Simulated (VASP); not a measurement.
N:

```xyz
4
Lattice="4.0841 0.0000 0.0000 0.0000 4.0841 0.0000 0.0000 0.0000 5.3459" Properties=species:S:1:pos:R:3 pbc="T T T"
N     1.6511    2.4330    2.6730
N     0.3909    0.3909    0.0000
N     2.4330    1.6511    2.6730
N     3.6931    3.6931    0.0000
```

Program: VASP 6.6.1. Alike in all runs: task single point; no spin polarisation; cell as given; k mesh 4 × 4 × 3; smearing fermi-dirac 0.05 eV.

**Question.** Order these runs on this cell by their pressure, lowest first.
A. level HSE06; potentials or basis VASP PAW PBE potentials, release 64 (N); cutoff (eV) 520; grid for exact exchange (PRECFOCK) Normal; share of exact exchange 0.25; screening parameter 0.2079 1/Å
B. level r2SCAN-based global hybrid with 15 % exact exchange; potentials or basis VASP PAW PBE potentials, release 64 (N_h); cutoff (eV) 1080; grid for exact exchange (PRECFOCK) Normal; share of exact exchange 0.15
C. level PBEsol; potentials or basis VASP PAW PBE potentials, release 64 (N); cutoff (eV) 520

**Answer.** B (-3.6 GPa), A (-0.6 GPa), C (1.3 GPa).

Caveats: the PAW data sets were made with another functional, which shifts forces and pressure a little; the standard files for N, O and F lose accuracy on very short bonds (at least some runs); this functional lacks dispersion, which holds the molecules together, so the pressure and a relaxed volume are unreliable (at least some runs); the stress differs along the axes, from -5 to 0 GPa (at least some runs).
